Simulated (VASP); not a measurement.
# Se (Pm-3m) in VASP: a series of runs

Aim: see how the results for Se move with the level of theory and the settings. Levels: PBEsol+D3(BJ), LDA, PBEsol. Tasks: single point.

Program: VASP 6.6.1. These are calculated values, not measurements. Logs are shortened: lines on timing, memory, paths and dates and some standing lists are left out, and cuts for length are marked.

**1. The cell of the first run**

The structure is cubic, space group Pm-3m (No. 221). Conventional cell: a = 2.759 Å, b = 2.759 Å, c = 2.759 Å, α = 90.00°, β = 90.00°, γ = 90.00°. Within 3.6 Å of Se (site symmetry m-3m) lie 6 Se at 2.76 Å.

**2. Single point, PBEsol+D3(BJ)**

INCAR

```
  ALGO = Normal
  EDIFF = 1E-6
  ENCUT = 520
  GGA = PS
  ISIF = 2
  ISMEAR = 1
  IVDW = 12
  LASPH = True
  LCHARG = True
  LELF = True
  LREAL = False
  LVHAR = True
  LWAVE = False
  NBANDS = 9
  NELM = 100
  PREC = Accurate
  SIGMA = 0.1
```

KPOINTS

```
k-points
0
Gamma
  12 12 12
```

POSCAR

```
Se
1.0
    2.7586641642      0.0000000000      0.0000000000
    0.0000000000      2.7586641642      0.0000000000
    0.0000000000      0.0000000000      2.7586641642
Se
1
Direct
    0.0000000000      0.0000000000      0.0000000000
```

Potentials or basis: VASP PAW PBE potentials, release 64 (Se).

Started as:

```
> cat potpaw_PBE.64/Se/POTCAR > POTCAR
> mpirun -np 1 vasp_std > vasp.out
```

OUTCAR:

```text
EDIFF = 1E-6
   ENCUT = 520
   GGA = PS
   ISIF = 2
   ISMEAR = 1
   IVDW = 12
   LASPH = True
   LREAL = False
   NELM = 100
   PREC = Accurate
 IVDW          = 12

 ion  position               nearest neighbor table
   1  0.000  0.000  0.000-

  LATTYP: Found a simple cubic cell.
 ALAT       =     2.7586641642

  Lattice vectors:

 A1 = (   2.7586641642,   0.0000000000,   0.0000000000)
 A2 = (   0.0000000000,   2.7586641642,   0.0000000000)
 A3 = (   0.0000000000,   0.0000000000,   2.7586641642)

Analysis of symmetry for initial positions (statically):
=====================================================================
 Subroutine PRICEL returns:
 Original cell was already a primitive cell.

 Routine SETGRP: Setting up the symmetry group for a
 simple cubic supercell.

 Subroutine GETGRP returns: Found 48 space group operations
 (whereof 48 operations were pure point group operations)
 out of a pool of 48 trial point group operations.

The static configuration has the point symmetry O_h .

Analysis of symmetry for dynamics (positions and initial velocities):
=====================================================================
 Subroutine PRICEL returns:
 Original cell was already a primitive cell.

 Routine SETGRP: Setting up the symmetry group for a
 simple cubic supercell.

 Subroutine GETGRP returns: Found 48 space group operations
 (whereof 48 operations were pure point group operations)
 out of a pool of 48 trial point group operations.

The dynamic configuration has the point symmetry O_h .

 Subroutine INISYM returns: Found 48 space group operations
 (whereof 48 operations are pure point group operations),
 and found     1 'primitive' translations

----------------------------------------------------------------------------------------

                                     Primitive cell

  volume of cell :      20.9941

  direct lattice vectors                    reciprocal lattice vectors
     2.758664164  0.000000000  0.000000000     0.362494287  0.000000000  0.000000000
     0.000000000  2.758664164  0.000000000     0.000000000  0.362494287  0.000000000
     0.000000000  0.000000000  2.758664164     0.000000000  0.000000000  0.362494287

  length of vectors
     2.758664164  2.758664164  2.758664164     0.362494287  0.362494287  0.362494287

  position of ions in fractional coordinates (direct lattice)
     0.000000000  0.000000000  0.000000000

  ion indices of the primitive-cell ions
   primitive index   ion index
                 1           1

----------------------------------------------------------------------------------------

 KPOINTS: k-points

Automatic generation of k-mesh.
 Grid dimensions read from file:
 generate k-points for:   12   12   12

 Generating k-lattice:

  Cartesian coordinates                     Fractional coordinates (reciprocal lattice)
     0.030207857  0.000000000  0.000000000     0.083333333  0.000000000  0.000000000
     0.000000000  0.030207857  0.000000000     0.000000000  0.083333333  0.000000000
     0.000000000  0.000000000  0.030207857     0.000000000  0.000000000  0.083333333

  Length of vectors
     0.030207857  0.030207857  0.030207857

  Shift w.r.t. Gamma in fractional coordinates (k-lattice)
     0.000000000  0.000000000  0.000000000

 Subroutine IBZKPT returns following result:
 ===========================================

 Found     84 irreducible k-points:

 Following reciprocal coordinates:
            Coordinates               Weight
  0.000000  0.000000  0.000000      1.000000
  0.083333  0.000000  0.000000      6.000000
  0.166667  0.000000  0.000000      6.000000
  0.250000  0.000000  0.000000      6.000000
  0.333333  0.000000  0.000000      6.000000
  0.416667  0.000000  0.000000      6.000000
[... 16 lines left out ...]
  0.333333  0.333333  0.000000     12.000000
  0.416667  0.333333  0.000000     24.000000
 [... further k-points ...]
   k-points           NKPTS =     84   k-points in BZ     NKDIM =     84   number of bands    NBANDS=      9
   number of dos      NEDOS =    301   number of ions     NIONS =      1
   total plane-waves  NPLWV =  13824
   dimension x,y,z NGX =    24 NGY =   24 NGZ =   24
   dimension x,y,z NGXF=    48 NGYF=   48 NGZF=   48
   ions per type =               1
   NGX,Y,Z   is equivalent  to a cutoff of  14.46, 14.46, 14.46 a.u.
   NGXF,Y,Z  is equivalent  to a cutoff of  28.93, 28.93, 28.93 a.u.
 SYSTEM =  unknown system
   PREC   = accura    normal or accurate (medium, high low for compatibility)
   ISTART =      0    job   : 0-new  1-cont  2-samecut
   ICHARG =      2    charge: 1-file 2-atom 10-const
   ISPIN  =      1    spin polarized calculation?
   LNONCOLLINEAR =      F non collinear calculations
   LSORBIT =      F    spin-orbit coupling
   LASPH  =      T    aspherical Exc in radial PAW
   ENCUT  =  520.0 eV  38.22 Ry    6.18 a.u.   5.13  5.13  5.13*2*pi/ulx,y,z
   NELM   =    100;   NELMIN=  2; NELMDL= -5     # of ELM steps
   EDIFF  = 0.1E-05   stopping-criterion for ELM
   LREAL  =      F    real-space projection
   EDIFFG = 0.1E-04   stopping-criterion for IOM
   NSW    =      0    number of steps for IOM
   IBRION =     -1    ionic relax: 0-MD 1-quasi-New 2-CG
   NFREE  =      0    steps in history (QN), initial steepest desc. (CG)
   ISIF   =      2    stress and relaxation
   ISYM   =      2    0-nonsym 1-usesym 2-fastsym
   POTIM  = 0.5000    time-step for ionic-motion
   TEBEG  =    0.0;   TEEND  =   0.0 temperature during run
   PSTRESS=    0.0 pullay stress
   NELECT =       6.0000    total number of electrons
   NUPDOWN=      -1.0000    fix difference up-down
   EMIN   =  10.00;   EMAX   =-10.00  energy-range for DOS
   EFERMI =   0.00;   METHOD = LEGACY
   ISMEAR =     1;   SIGMA  =   0.10  broadening in eV -4-tet -1-fermi 0-gaus
   EFERMI_NEDOS =   21; number of points for ismear=-14 and -15
   IALGO  =     38    algorithm
   IMIX   =      4    mixing-type and parameters
     AMIX     =   0.40;   BMIX     =  1.00
     AMIX_MAG =   1.60;   BMIX_MAG =  1.00
  volume/ion in A,a.u.               =      20.99       141.67
  Fermi-wavevector in a.u.,A,eV,Ry     =   1.078350  2.037786 15.821382  1.162839
  Thomas-Fermi vector in A             =   2.214286
   LORBIT       =      0    0 simple, 1 ext, 2 COOP (PROOUT), +10 PAW based schemes
   GGA     = PS    functional components
   LHFCALC =     F    Hartree Fock is set to
   AEXX    =    0.0000 exact exchange contribution
   IVDW    =    12    specifies the selected vdW correction
   LEPSILON=     F    determine dielectric tensor
   LRPA    =     F    only Hartree local field effects (RPA)
 non-spin polarized calculation
 Methfessel and Paxton  Order N= 1 SIGMA  =   0.10
  energy-cutoff  :      520.00
  volume of cell :       20.99
 maximum number of plane-waves:       587
 NGX is ok and might be reduce to    24
   NGX = 11   NGY = 11   NGZ = 11

 number of electron       6.0000001 magnetization

 Free energy of the ion-electron system (eV)
  ---------------------------------------------------
  ext. energy  EPLUGINS =         0.00000000
  ---------------------------------------------------
  free energy    TOTEN  =        -3.74846053 eV

  energy without entropy =       -3.74772229  energy(sigma->0) =       -3.74821445

 E-fermi :   5.5346     XC(G=0): -10.4092

 val. band max:        5.4894185282   @ k =   0.5000   0.5000   0.2500
 cond. band min:       5.5432178548   @ k =   0.3333   0.1667   0.1667
 fundamental gap:      0.0537993266
 Fermi energy:         5.5345567354

 k-point     1 :       0.0000    0.0000    0.0000
  band No.  band energies     occupation
      1     -11.2377      2.00000
      2       7.0023     -0.00000
      3       7.0023     -0.00000
      4       7.0023     -0.00000
      5      13.0980      0.00000
      6      13.0980      0.00000
      7      13.5601      0.00000
      8      28.4614      0.00000
      9      28.4615      0.00000

 k-point     2 :       0.0833    0.0000    0.0000
  band No.  band energies     occupation
      1     -11.1293      2.00000
      2       5.8399     -0.00014
      3       7.0891     -0.00000
      4       7.0891     -0.00000
      5      13.2044      0.00000
      6      13.5078      0.00000
      7      14.6516      0.00000
      8      26.6576      0.00000
      9      26.6576      0.00000

 k-point     3 :       0.1667    0.0000    0.0000
  band No.  band energies     occupation
      1     -10.8118      2.00000
      2       3.6835      2.00000
      3       7.3379     -0.00000
      4       7.3379     -0.00000
      5      13.5165      0.00000
      6      13.9064      0.00000
      7      17.3617      0.00000
      8      24.3420      0.00000
      9      24.3420      0.00000

 k-point     4 :       0.2500    0.0000    0.0000
  band No.  band energies     occupation
      1     -10.3135      2.00000
      2       1.5272      2.00000
      3       7.7103      0.00000
      4       7.7103      0.00000
      5      14.0080      0.00000
      6      14.5298      0.00000
      7      19.9986      0.00000
      8      22.2857      0.00000
      9      22.2857      0.00000
[... 205 lines left out ...]
 k-point    22 :       0.5000    0.2500    0.0000
  band No.  band energies     occupation
      1      -7.9627      2.00000
      2      -1.2908      2.00000
      3       3.6041      2.00000
      4       9.2766      0.00000
      5      11.4376      0.00000
      6      17.3960      0.00000
      7      20.0838      0.00000
      8      20.9587      0.00000
      9      23.2770      0.00000

 k-point    23 :       0.3333    0.3333    0.0000
  band No.  band energies     occupation
      1      -8.1706      2.00000
      2       1.0257      2.00000
      3       1.1593      2.00000
      4       9.2040      0.00000
      5      11.2861      0.00000
      6      16.9704      0.00000
      7      21.7990      0.00000
      8      22.5130      0.00000
      9      23.1345      0.00000

 k-point    24 :       0.4167    0.3333    0.0000
  band No.  band energies     occupation
      1      -7.6021      2.00000
      2      -0.2282      2.00000
      3       1.5873      2.00000
      4       9.5302      0.00000
      5      10.0518      0.00000
      6      17.7492      0.00000
      7      21.0539      0.00000
      8      22.2836      0.00000
      9      22.7363      0.00000

 [... further k-points ...]

------------------------ aborting loop because EDIFF is reached ----------------------------------------

 Edisp (eV)   -0.35794

 E8    (eV) :    -0.2257

  FORCE on cell =-STRESS in cart. coord.  units (eV):
  Direction    XX          YY          ZZ          XY          YZ          ZX
  --------------------------------------------------------------------------------------
  -------------------------------------------------------------------------------------
  Total       0.01922     0.01922     0.01922     0.00000     0.00000    -0.00000
  in kB       1.46667     1.46667     1.46667     0.00000     0.00000    -0.00000
  external pressure =        1.47 kB  Pullay stress =        0.00 kB

 VOLUME and BASIS-vectors are now :
 -----------------------------------------------------------------------------
  energy-cutoff  :      520.00
  volume of cell :       20.99
      direct lattice vectors                 reciprocal lattice vectors
     2.758664164  0.000000000  0.000000000     0.362494287  0.000000000  0.000000000
     0.000000000  2.758664164  0.000000000     0.000000000  0.362494287  0.000000000
     0.000000000  0.000000000  2.758664164     0.000000000  0.000000000  0.362494287

 POSITION                                       TOTAL-FORCE (eV/Angst)
 -----------------------------------------------------------------------------------
      0.00000      0.00000      0.00000         0.000000      0.000000      0.000000
 -----------------------------------------------------------------------------------
    total drift:                               -0.000000      0.000000      0.000000

  FREE ENERGIE OF THE ION-ELECTRON SYSTEM (eV)
  ---------------------------------------------------
  free  energy   TOTEN  =        -4.1063984085 eV

  energy  without entropy=       -4.1056601693  energy(sigma->0) =       -4.10615233
```

It took 4.3 s on 1 thread of Intel Xeon 6975P-C (Granite Rapids), shared host; peak memory 0.15 GiB.

What came out:

```yaml
Free_energy: -4.1064 eV
Pressure: 0.1 GPa
Band_gap_on_the_k_mesh: zero (band 3 reaches 8.62 eV, above the bottom of band 4 at 1.88 eV)
Dispersion_energy_per_atom: -0.358 eV
```

Levels at points of the mesh, in eV from the Fermi level:
| k point | band 1 | band 2 | band 3 | band 4 | band 5 | band 6 | band 7 | band 8 |
| --- | --- | --- | --- | --- | --- | --- | --- | --- |
| (0.00, 0.00, 0.00) | -16.77 | 1.47 | 1.47 | 1.47 | 7.56 | 7.56 | 8.03 | 22.93 |
| (0.50, 0.00, 0.00) | -14.42 | -7.70 | 3.09 | 3.09 | 9.90 | 11.98 | 12.59 | 13.63 |
| (0.50, 0.50, 0.00) | -12.06 | -5.55 | -5.55 | 2.31 | 4.56 | 13.85 | 16.02 | 16.02 |
| (0.50, 0.50, 0.50) | -9.62 | -3.65 | -3.65 | -3.65 | 5.44 | 5.44 | 5.44 | 9.48 |

Caveat: the PAW data sets were made with another functional, which shifts forces and pressure a little; pairwise dispersion overbinds metals, which lowers pressure and volume.

(Continued in part 2 of 2.)
